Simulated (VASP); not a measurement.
# SrTiO3 (R-3m) in VASP: notebook

SrTiO3 is run at these levels: PBE; tasks: electric field gradients.

Everything below comes from runs of VASP 6.6.1. Logs are shortened: lines on timing, memory, paths and dates and some standing lists are left out, and cuts for length are marked.

### Step 1. The cell of the first run

It takes space group R-3m (No. 166, trigonal). The conventional cell has a = 5.578 Å, b = 5.578 Å, c = 6.628 Å, α = 90.00°, β = 90.00°, γ = 120.00°. Within 3.6 Å of Sr (site symmetry -3m) lie 12 O at 2.73 to 2.79 Å and 8 Ti at 3.31 to 3.40 Å. Ti (site symmetry -3m) has 6 O at 1.95 Å within 2.6 Å. O (site symmetry 2/m) has 2 Ti at 1.95 Å within 2.6 Å.

### Step 2. Electric field gradients, PBE (equal xy, yz and zx shear strains of -2 %)

INCAR

```
SYSTEM = SrTiO3
PREC     = Accurate       ! precision mode
ENCUT    = 520            ! plane-wave cutoff, eV
EDIFF    = 1E-8           ! SCF threshold, eV
ISMEAR   = -1             ! smearing method
SIGMA    = 0.05           ! smearing width, eV
LREAL    = .False.        ! projectors in reciprocal space
LASPH    = .True.         ! aspherical terms in the spheres
NELM     = 60             ! most SCF steps
ALGO     = Normal         ! electronic algorithm
ISIF     = 2              ! what is computed and relaxed
LWAVE    = .False.        ! write WAVECAR
LCHARG   = .False.        ! write CHGCAR
GGA      = PE             ! functional
LEFG     = .True.       
NBANDS   = 28             ! bands
```

KPOINTS

```
regular mesh
0
Gamma
  7 7 7
  0 0 0
```

POSCAR

```
SrTiO3
1.0
    3.9050000000     -0.0390500000     -0.0390500000
   -0.0390500000      3.9050000000     -0.0390500000
   -0.0390500000     -0.0390500000      3.9050000000
Sr Ti O
1 1 3
Direct
    0.0000000000      0.0000000000      0.0000000000
    0.5000000000      0.5000000000      0.5000000000
    0.0000000000      0.5000000000      0.5000000000
    0.5000000000      0.0000000000      0.5000000000
    0.5000000000      0.5000000000      0.0000000000
```

Potentials or basis: VASP PAW PBE potentials, release 64 (Sr_sv, Ti_sv, O).

On the command line:

```
$ cat potpaw_PBE.64/Sr_sv/POTCAR potpaw_PBE.64/Ti_sv/POTCAR potpaw_PBE.64/O/POTCAR > POTCAR
$ mpirun -np 1 vasp_std > vasp.out
```

OUTCAR:

```text
SYSTEM = SrTiO3
   PREC = Accurate
   ENCUT = 520
   EDIFF = 1E-8
   ISMEAR = -1
   LREAL = .False.
   LASPH = .True.
   NELM = 60
   ISIF = 2
   GGA = PE

 ion  position               nearest neighbor table
   1  0.000  0.000  0.000-   3 2.73   4 2.73   5 2.73   3 2.73   4 2.73   5 2.73   5 2.79   3 2.79
                             4 2.79   5 2.79   4 2.79   3 2.79   2 3.31   2 3.31   2 3.40   2 3.40
   2  0.500  0.500  0.500-   3 1.95   4 1.95   5 1.95   5 1.95   4 1.95   3 1.95   1 3.31   1 3.31
                             1 3.40   1 3.40   1 3.40   1 3.40   1 3.40   1 3.40
   3  0.000  0.500  0.500-   2 1.95   2 1.95   1 2.73   1 2.73   1 2.79   1 2.79
   4  0.500  0.000  0.500-   2 1.95   2 1.95   1 2.73   1 2.73   1 2.79   1 2.79
   5  0.500  0.500  0.000-   2 1.95   2 1.95   1 2.73   1 2.73   1 2.79   1 2.79

  LATTYP: Found a trigonal (rhomboedric) cell.
 ALAT       =     3.9053904805
 COS(alpha) =    -0.0198960208

  Lattice vectors:

 A1 = (   3.9050000000,  -0.0390500000,  -0.0390500000)
 A2 = (  -0.0390500000,   3.9050000000,  -0.0390500000)
 A3 = (  -0.0390500000,  -0.0390500000,   3.9050000000)

Analysis of symmetry for initial positions (statically):
=====================================================================
 Subroutine PRICEL returns:
 Original cell was already a primitive cell.

 Routine SETGRP: Setting up the symmetry group for a
 trigonal (rhombohedral) supercell.

 Subroutine GETGRP returns: Found 12 space group operations
 (whereof 12 operations were pure point group operations)
 out of a pool of 12 trial point group operations.

The static configuration has the point symmetry D_3d.

Analysis of symmetry for dynamics (positions and initial velocities):
=====================================================================
 Subroutine PRICEL returns:
 Original cell was already a primitive cell.

 Routine SETGRP: Setting up the symmetry group for a
 trigonal (rhombohedral) supercell.

 Subroutine GETGRP returns: Found 12 space group operations
 (whereof 12 operations were pure point group operations)
 out of a pool of 12 trial point group operations.

The dynamic configuration has the point symmetry D_3d.

 Subroutine INISYM returns: Found 12 space group operations
[... 153 lines left out ...]
 val. band max:        4.1275986492   @ k =   0.4286   0.4286   0.4286
 cond. band min:       5.9491963446   @ k =   0.0000   0.0000   0.0000
 fundamental gap:      1.8215976954
 Fermi energy:         5.0870789475

 k-point     1 :       0.0000    0.0000    0.0000
  band No.  band energies     occupation
      1     -52.2979      2.00000
      2     -28.6204      2.00000
      3     -28.5609      2.00000
      4     -28.5359      2.00000
      5     -28.5359      2.00000
      6     -13.2615      2.00000
[... 733 lines left out ...]
     27      12.2517      0.00000
     28      12.5674      0.00000

 [... further k-points ...]

------------------------ aborting loop because EDIFF is reached ----------------------------------------

  FORCE on cell =-STRESS in cart. coord.  units (eV):
  Direction    XX          YY          ZZ          XY          YZ          ZX
  --------------------------------------------------------------------------------------
  -------------------------------------------------------------------------------------
  Total        1.8874316      1.8874316      1.8874316      0.8602586      0.8602586      0.8602586
  in kB       50.7983808     50.7983808     50.7983808     23.1530214     23.1530214     23.1530214
  external PRESSURE =      50.7983808 kB  Pullay stress =       0.0000000 kB

 VOLUME and BASIS-vectors are now :
 -----------------------------------------------------------------------------
  energy-cutoff  :      520.00
  volume of cell :       59.53
      direct lattice vectors                 reciprocal lattice vectors
     3.905000000 -0.039050000 -0.039050000     0.256133690  0.002587209  0.002587209
    -0.039050000  3.905000000 -0.039050000     0.002587209  0.256133690  0.002587209
    -0.039050000 -0.039050000  3.905000000     0.002587209  0.002587209  0.256133690

 POSITION                                       TOTAL-FORCE (eV/Angst)
 -----------------------------------------------------------------------------------
      0.00000      0.00000      0.00000        -0.000000      0.000000     -0.000000
      1.91345      1.91345      1.91345         0.000000     -0.000000     -0.000000
     -0.03905      1.93297      1.93297        -0.000000      0.000000     -0.000000
      1.93297     -0.03905      1.93297         0.000000      0.000000      0.000000
      1.93297      1.93297     -0.03905        -0.000000      0.000000     -0.000000
 -----------------------------------------------------------------------------------
    total drift:                                0.000000      0.000000     -0.000000

  FREE ENERGIE OF THE ION-ELECTRON SYSTEM (eV)
  ---------------------------------------------------
  free  energy   TOTEN  =       -40.0500443092 eV

  energy  without entropy=      -40.0500443083  energy(sigma->0) =      -40.05004431

 Electric field gradients (V/A^2)
---------------------------------------------------------------------
 ion       V_xx      V_yy      V_zz      V_xy      V_xz      V_yz
---------------------------------------------------------------------
   1      -0.000     0.000     0.000    -5.628    -5.628    -5.628
   2       0.000    -0.000     0.000     3.999     3.999     3.999
   3      11.480    -5.740    -5.740    -2.830    -2.830     1.112
   4      -5.740    11.480    -5.740    -2.830     1.112    -2.830
   5      -5.740    -5.740    11.480     1.112    -2.830    -2.830
---------------------------------------------------------------------

 Electric field gradients after diagonalization (V/A^2)
 (convention: |V_zz| > |V_xx| > |V_yy|)
----------------------------------------------------------------------
 ion       V_xx      V_yy      V_zz     asymmetry (V_yy - V_xx)/ V_zz
----------------------------------------------------------------------
   1       5.628     5.628   -11.256       0.000
   2      -3.999    -3.999     7.999       0.000
   3      -6.852    -5.567    12.420       0.103
   4      -6.852    -5.567    12.420       0.103
   5      -6.852    -5.567    12.420       0.103
----------------------------------------------------------------------

           NMR quadrupolar parameters

 Cq : quadrupolar parameter    Cq=e*Q*V_zz/h
 eta: asymmetry parameters     (V_yy - V_xx)/ V_zz
 Q  : nuclear electric quadrupole moment in mb (millibarn)
----------------------------------------------------------------------
 ion       Cq(MHz)       eta       Q (mb)
----------------------------------------------------------------------
   1      -0.027       0.000       1.000
   2       0.019       0.000       1.000
   3       0.030       0.103       1.000
   4       0.030       0.103       1.000
   5       0.030       0.103       1.000
----------------------------------------------------------------------
```

OSZICAR:

```text
N       E                     dE             d eps       ncg     rms          rms(c)
DAV:   1     0.428221768507E+03    0.42822E+03   -0.21499E+04  2464   0.159E+03
DAV:   2    -0.465248624425E+01   -0.43287E+03   -0.41323E+03  2748   0.439E+02
DAV:   3    -0.481476139444E+02   -0.43495E+02   -0.43124E+02  3348   0.135E+02
[... 13 lines left out ...]
DAV:  17    -0.400500442896E+02   -0.89514E-07   -0.64565E-07  3396   0.533E-03    0.110E-03
DAV:  18    -0.400500443178E+02   -0.28167E-07   -0.32296E-08  2688   0.145E-03    0.805E-04
DAV:  19    -0.400500443347E+02   -0.16914E-07   -0.95508E-09  1828   0.129E-03    0.421E-04
DAV:  20    -0.400500443145E+02    0.20134E-07   -0.47928E-09  1612   0.505E-04    0.211E-04
DAV:  21    -0.400500443092E+02    0.53114E-08   -0.17523E-09  1544   0.301E-04
   1 F= -.40050044E+02 E0= -.40050044E+02  d E =-.953634E-09
```

stdout:

```text
POSCAR found type information on POSCAR SrTiO
 POSCAR found :  3 types and       5 ions
 scaLAPACK will be used
 LDA part: xc-table for (Slater+PW92), standard interpolation
 POSCAR, INCAR and KPOINTS ok, starting setup
 FFT: planning ... GRIDC
 FFT: planning ... GRID_SOFT
 FFT: planning ... GRID
 WAVECAR not read
 entering main loop
ion   1

ion   2

ion   3
     0.0000293     0.8187483    -0.2777896     0.0985068     0.8187483    -0.1706188
     0.0000403     0.8187483    -0.2777896     0.0985068     0.8187483    -0.1706187
     0.0000555     0.8187483    -0.2777896     0.0985068     0.8187483    -0.1706187
     0.0000765     0.8187483    -0.2777896     0.0985067     0.8187483    -0.1706187

     0.0000293     2.5686186    -0.9410887     2.5996747     2.5686186    -4.5027687
     0.0000403     2.5686181    -0.9410886     2.5996741     2.5686181    -4.5027676
     0.0000555     2.5686174    -0.9410883     2.5996730     2.5686174    -4.5027657
     0.0000765     2.5686161    -0.9410878     2.5996711     2.5686161    -4.5027625

ion   4
     0.0000293     0.8187483     0.8187483     0.0985068    -0.2777896     0.1706188
     0.0000403     0.8187483     0.8187483     0.0985068    -0.2777896     0.1706187
     0.0000555     0.8187483     0.8187483     0.0985068    -0.2777896     0.1706187
     0.0000765     0.8187483     0.8187483     0.0985067    -0.2777896     0.1706187

     0.0000293     2.5686186     2.5686186     2.5996747    -0.9410887     4.5027687
     0.0000403     2.5686181     2.5686181     2.5996741    -0.9410886     4.5027676
     0.0000555     2.5686174     2.5686174     2.5996730    -0.9410883     4.5027657
     0.0000765     2.5686161     2.5686161     2.5996711    -0.9410878     4.5027625

ion   5
```

Run time: 2.7 min. Hardware: 1 thread of Intel Xeon 8259CL, shared host; peak memory 0.22 GiB.

What came out:

```yaml
Free_energy: -40.0500 eV
Pressure: 5.1 GPa
Band_gap_on_the_k_mesh: 1.82 eV (least direct gap 2.04 eV)
Largest_electric_field_gradient_by_atom: Sr -11.3; Ti +8.0; O +12.4 V/Å²
```

Electric field gradients, principal values (V/Å²):
| atom | least | middle | greatest (by size) |
| --- | --- | --- | --- |
| 1 Sr | 5.628 | 5.628 | -11.256 |
| 2 Ti | -3.999 | -3.999 | 7.999 |
| 3 O | -5.567 | -6.852 | 12.420 |
| 4 O | -5.567 | -6.852 | 12.420 |
| 5 O | -5.567 | -6.852 | 12.420 |

Caveat: the cell differs from its parent crystal (equal xy, yz and zx shear strains of -2 %); the cell stands under pressure; without QUAD_EFG the Cq values of the log hold for a quadrupole moment of 1 mb, not for the nuclei; an odd mesh through Γ misses points on the zone boundary, where band edges can lie.

(Part 1 of 2 ends here.)
